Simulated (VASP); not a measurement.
# Si (a cell with a defect) in VASP: relaxation of the atoms with PBE

Aim: the relaxation of the atoms of Si (a cell with a defect) with PBE.

All numbers are computed with VASP 6.6.1; they aren't measurements. Logs are shortened: lines on timing, memory, paths and dates and some standing lists are left out, and cuts for length are marked.

### 1 The cell of the first run

The cell holds a defect, 17 atoms: a = 7.679 Å, b = 7.679 Å, c = 7.679 Å, α = 60.00°, β = 60.00°, γ = 60.00°.

### 2 Relaxation of the atoms, PBE

Contents of INCAR:

```
PREC = Accurate
ENCUT = 520
EDIFF = 1E-6
ISMEAR = 0
SIGMA = 0.05
LREAL = Auto
LASPH = T
NELM = 100
ALGO = Normal
ISIF = 2
LWAVE = F
LCHARG = F
GGA = PE
IBRION = 2
NSW = 80
EDIFFG = -0.03
```

Contents of KPOINTS:

```
Automatic mesh
0
Gamma
  2 2 2
```

Contents of POSCAR:

```
Si
1.0
    0.0000000000      5.4300000000      5.4300000000
    5.4300000000      0.0000000000      5.4300000000
    5.4300000000      5.4300000000      0.0000000000
Si
17
Direct
    0.0000000000      0.0000000000      0.0000000000
    0.1250000000      0.1250000000      0.1250000000
    0.0000000000      0.0000000000      0.5000000000
    0.1250000000      0.1250000000      0.6250000000
    0.0000000000      0.5000000000      0.0000000000
    0.1250000000      0.6250000000      0.1250000000
    0.0000000000      0.5000000000      0.5000000000
    0.1250000000      0.6250000000      0.6250000000
    0.5000000000      0.0000000000      0.0000000000
    0.6250000000      0.1250000000      0.1250000000
    0.5000000000      0.0000000000      0.5000000000
    0.6250000000      0.1250000000      0.6250000000
    0.5000000000      0.5000000000      0.0000000000
    0.6250000000      0.6250000000      0.1250000000
    0.5000000000      0.5000000000      0.5000000000
    0.6250000000      0.6250000000      0.6250000000
    0.8796268300      0.3741987400      0.3758587700
```

Potentials or basis: VASP PAW PBE potentials, release 64 (Si).

The run is started by

```console
$ cat potpaw_PBE.64/Si/POTCAR > POTCAR
$ mpirun -np 1 vasp_std > vasp.out
```

OUTCAR:

```text
PREC = Accurate
   ENCUT = 520
   EDIFF = 1E-6
   ISMEAR = 0
   LREAL = Auto
   LASPH = T
   NELM = 100
   ISIF = 2
   GGA = PE
   IBRION = 2
   NSW = 80
   EDIFFG = -0.03

 ion  position               nearest neighbor table
   1  0.000  0.000  0.000-   2 2.35   4 2.35   6 2.35  10 2.35
   2  0.125  0.125  0.125-   1 2.35   3 2.35   5 2.35   9 2.35  17 2.72
   3  0.000  0.000  0.500-  17 2.35   4 2.35   8 2.35  12 2.35   2 2.35
   4  0.125  0.125  0.625-   1 2.35   3 2.35   7 2.35  11 2.35  17 2.69
   5  0.000  0.500  0.000-   2 2.35   6 2.35   8 2.35  14 2.35  17 2.36
   6  0.125  0.625  0.125-   1 2.35   5 2.35   7 2.35  13 2.35  17 2.69
   7  0.000  0.500  0.500-  17 2.32   6 2.35   8 2.35  16 2.35   4 2.35
   8  0.125  0.625  0.625-   3 2.35   5 2.35   7 2.35  15 2.35
   9  0.500  0.000  0.000-   2 2.35  10 2.35  12 2.35  14 2.35
  10  0.625  0.125  0.125-   1 2.35   9 2.35  11 2.35  13 2.35
  11  0.500  0.000  0.500-   4 2.35  10 2.35  12 2.35  16 2.35
  12  0.625  0.125  0.625-   3 2.35   9 2.35  11 2.35  15 2.35  17 2.74
  13  0.500  0.500  0.000-   6 2.35  10 2.35  14 2.35  16 2.35
  14  0.625  0.625  0.125-   5 2.35   9 2.35  13 2.35  15 2.35  17 2.74
  15  0.500  0.500  0.500-   8 2.35  12 2.35  14 2.35  16 2.35  17 2.38
  16  0.625  0.625  0.625-   7 2.35  11 2.35  13 2.35  15 2.35  17 2.71
  17  0.880  0.374  0.376-   7 2.32   3 2.35   5 2.36  15 2.38   4 2.69   6 2.69  16 2.71   2 2.72
                            12 2.74  14 2.74

  LATTYP: Found a face centered cubic cell.
 ALAT       =    10.8600000000

  Lattice vectors:

 A1 = (   0.0000000000,   5.4300000000,   5.4300000000)
 A2 = (   5.4300000000,   0.0000000000,   5.4300000000)
 A3 = (   5.4300000000,   5.4300000000,   0.0000000000)

Analysis of symmetry for initial positions (statically):
=====================================================================
 Subroutine PRICEL returns:
 Original cell was already a primitive cell.

 Routine SETGRP: Setting up the symmetry group for a
 face centered cubic supercell.

 Subroutine GETGRP returns: Found  1 space group operations
 (whereof  1 operations were pure point group operations)
 out of a pool of 48 trial point group operations.

The static configuration has the point symmetry C_1 .

Analysis of symmetry for dynamics (positions and initial velocities):
=====================================================================
 Subroutine PRICEL returns:
 Original cell was already a primitive cell.

 Routine SETGRP: Setting up the symmetry group for a
 face centered cubic supercell.

 Subroutine GETGRP returns: Found  1 space group operations
 (whereof  1 operations were pure point group operations)
 out of a pool of 48 trial point group operations.

The dynamic configuration has the point symmetry C_1 .

 Subroutine INISYM returns: Found  1 space group operations
 (whereof  1 operations are pure point group operations),
 and found     1 'primitive' translations
[... 104 lines left out ...]
   LSORBIT =      F    spin-orbit coupling
   LASPH  =      T    aspherical Exc in radial PAW
   ENCUT  =  520.0 eV  38.22 Ry    6.18 a.u.  14.28 14.28 14.28*2*pi/ulx,y,z
   NELM   =    100;   NELMIN=  2; NELMDL= -5     # of ELM steps
   EDIFF  = 0.1E-05   stopping-criterion for ELM
   LREAL  =      T    real-space projection
   EDIFFG = -.3E-01   stopping-criterion for IOM
   NSW    =     80    number of steps for IOM
   IBRION =      2    ionic relax: 0-MD 1-quasi-New 2-CG
   NFREE  =      1    steps in history (QN), initial steepest desc. (CG)
   ISIF   =      2    stress and relaxation
   ISYM   =      2    0-nonsym 1-usesym 2-fastsym
   POTIM  = 0.5000    time-step for ionic-motion
   TEBEG  =    0.0;   TEEND  =   0.0 temperature during run
   PSTRESS=    0.0 pullay stress
   NELECT =      68.0000    total number of electrons
   NUPDOWN=      -1.0000    fix difference up-down
   EMIN   =  10.00;   EMAX   =-10.00  energy-range for DOS
   EFERMI =   0.00;   METHOD = LEGACY
   ISMEAR =     0;   SIGMA  =   0.05  broadening in eV -4-tet -1-fermi 0-gaus
   EFERMI_NEDOS =   21; number of points for ismear=-14 and -15
   IALGO  =     38    algorithm
   IMIX   =      4    mixing-type and parameters
     AMIX     =   0.40;   BMIX     =  1.00
     AMIX_MAG =   1.60;   BMIX_MAG =  1.00
  volume/ion in A,a.u.               =      18.84       127.11
  Fermi-wavevector in a.u.,A,eV,Ry     =   0.976715  1.845724 12.979587  0.953973
  Thomas-Fermi vector in A             =   2.107356
   LORBIT       =      0    0 simple, 1 ext, 2 COOP (PROOUT), +10 PAW based schemes
   GGA     = PE    functional components
   LHFCALC =     F    Hartree Fock is set to
   AEXX    =    0.0000 exact exchange contribution
   IVDW    =     0    specifies the selected vdW correction
   LEPSILON=     F    determine dielectric tensor
   LRPA    =     F    only Hartree local field effects (RPA)
 conjugate gradient relaxation of ions
 non-spin polarized calculation
 Gauss-broadening in eV      SIGMA  =   0.05
  energy-cutoff  :      520.00
  volume of cell :      320.21
 maximum number of plane-waves:      8646
 NGX is ok and might be reduce to    60
   NGX = 29   NGY = 29   NGZ = 29

--------------------------------------- Ionic step        1  -------------------------------------------

 number of electron      68.0000003 magnetization

 Free energy of the ion-electron system (eV)
  ---------------------------------------------------
  ext. energy  EPLUGINS =         0.00000000
  ---------------------------------------------------
  free energy    TOTEN  =       -87.87103720 eV

  energy without entropy =      -87.86139619  energy(sigma->0) =      -87.86621669

------------------------ aborting loop because EDIFF is reached ----------------------------------------

  FORCE on cell =-STRESS in cart. coord.  units (eV):
  Direction    XX          YY          ZZ          XY          YZ          ZX
  --------------------------------------------------------------------------------------
  -------------------------------------------------------------------------------------
  Total       11.6456462     11.6542577     11.6494841      0.2661912      0.0129535      0.3813945
  in kB       58.2699561     58.3130445     58.2891593      1.3319099      0.0648141      1.9083390
  external PRESSURE =      58.2907200 kB  Pullay stress =       0.0000000 kB
[... 242 lines left out ...]
--------------------------------------- Ionic step        6  -------------------------------------------

 number of electron      68.0000001 magnetization

 Free energy of the ion-electron system (eV)
  ---------------------------------------------------
  ext. energy  EPLUGINS =         0.00000000
  ---------------------------------------------------
  free energy    TOTEN  =       -87.99586446 eV

  energy without entropy =      -87.98589745  energy(sigma->0) =      -87.99088095

 E-fermi :   6.9103     XC(G=0):  -9.6743

 val. band max:        6.6784411069   @ k =   0.0000   0.0000   0.0000
 cond. band min:       6.9259994561   @ k =   0.0000   0.5000   0.5000
 fundamental gap:      0.2475583492
 Fermi energy:         6.9103204810

 k-point     1 :       0.0000    0.0000    0.0000
  band No.  band energies     occupation
      1      -6.3193      2.00000
      2      -3.7737      2.00000
      3      -3.6292      2.00000
      4      -3.6281      2.00000
      5      -3.6270      2.00000
      6      -2.8084      2.00000
[... 401 lines left out ...]
  FREE ENERGIE OF THE ION-ELECTRON SYSTEM (eV)
  ---------------------------------------------------
  free  energy   TOTEN  =       -87.9958644610 eV

  energy  without entropy=      -87.9858974482  energy(sigma->0) =      -87.99088095

 reached required accuracy - stopping structural energy minimisation
```

Run time: 16 min. Hardware: 1 thread of Oxide Virtual Turin-like, shared host; peak memory 0.49 GiB.

What came out:

| Item | Value |
| --- | --- |
| Free energy | -87.9959 eV |
| Energy gained by relaxing | 7.3 meV/atom |
| Ionic steps | 6 |
| Pressure after relaxing | 5.3 GPa |
| Largest force after relaxing | 0.024 eV/Å |
| Band gap on the k mesh | zero (bands 34 and 35 overlap by 0.25 eV) |

Forces on the atoms (eV/Å):
```
Si  -0.003  0.001  0.002
Si   0.002  0.000 -0.003
Si   0.000  0.008  0.005
Si   0.003 -0.004  0.002
Si  -0.003  0.004  0.008
Si   0.005  0.004 -0.003
Si  -0.003  0.003  0.001
Si   0.000 -0.007 -0.005
Si   0.004  0.001  0.002
Si   0.000  0.000  0.000
Si   0.001 -0.002 -0.003
Si  -0.005  0.004  0.001
Si   0.000 -0.002 -0.003
Si  -0.004  0.001  0.002
Si   0.004  0.002  0.000
Si  -0.001  0.008  0.008
Si   0.001 -0.020 -0.014
```

Step by step:
```tsv
step	energy change (eV)	largest force (eV/Å)	pressure (GPa)
1	0.0000	1.0589	5.83
2	-0.1214	0.1165	5.36
3	-0.1220	0.1473	5.33
4	-0.1243	0.0524	5.34
5	-0.1244	0.0641	5.34
6	-0.1248	0.0243	5.35
```

Final structure:
```
Si
1.0
     0.00000    5.43000    5.43000
     5.43000    0.00000    5.43000
     5.43000    5.43000    0.00000
Si
17
Direct
  0.99854 0.00050 0.00055
  0.12804 0.12198 0.12202
  0.00213 0.99338 0.50220
  0.12809 0.12198 0.62806
  0.00201 0.50209 0.99376
  0.12807 0.62803 0.12202
  0.00244 0.50255 0.50252
  0.12610 0.62481 0.62520
  0.50051 0.00036 0.00041
  0.62495 0.12501 0.12499
  0.50059 0.00045 0.49861
  0.62211 0.12200 0.62797
  0.50056 0.49865 0.00046
  0.62212 0.62794 0.12204
  0.49463 0.50178 0.50177
  0.62211 0.62799 0.62800
  0.87663 0.37471 0.37528
```

Levels at points of the mesh, in eV from the Fermi level:
```
           k point  band 30  band 31  band 32  band 33  band 34  band 35  band 36  band 37  band 38  band 39
(0.00, 0.00, 0.00)    -1.75    -0.82    -0.82    -0.82    -0.24    -0.24    -0.23     0.08     0.09     0.41
(0.50, 0.00, 0.00)    -1.58    -1.58    -1.43    -1.43    -0.34     0.53     0.54     0.90     0.90     1.29
(0.00, 0.50, 0.00)    -1.58    -1.57    -1.43    -1.43    -0.34     0.53     0.54     0.90     0.90     1.29
(0.00, 0.00, 0.50)    -1.58    -1.57    -1.43    -1.43    -0.34     0.53     0.54     0.90     0.90     1.29
(0.50, 0.50, 0.50)    -1.58    -1.57    -1.43    -1.43    -0.34     0.53     0.54     0.90     0.90     1.29
(0.50, 0.50, 0.00)    -2.02    -2.02    -1.89    -0.99     0.02     0.71     1.02     1.03     1.15     1.90
(0.00, 0.50, 0.50)    -2.02    -2.02    -1.89    -0.99     0.02     0.71     1.03     1.03     1.15     1.90
(0.50, 0.00, 0.50)    -2.02    -2.02    -1.89    -0.99     0.02     0.71     1.02     1.03     1.15     1.90
```

Caveat: the k points lie up to 0.50 Å⁻¹ apart.
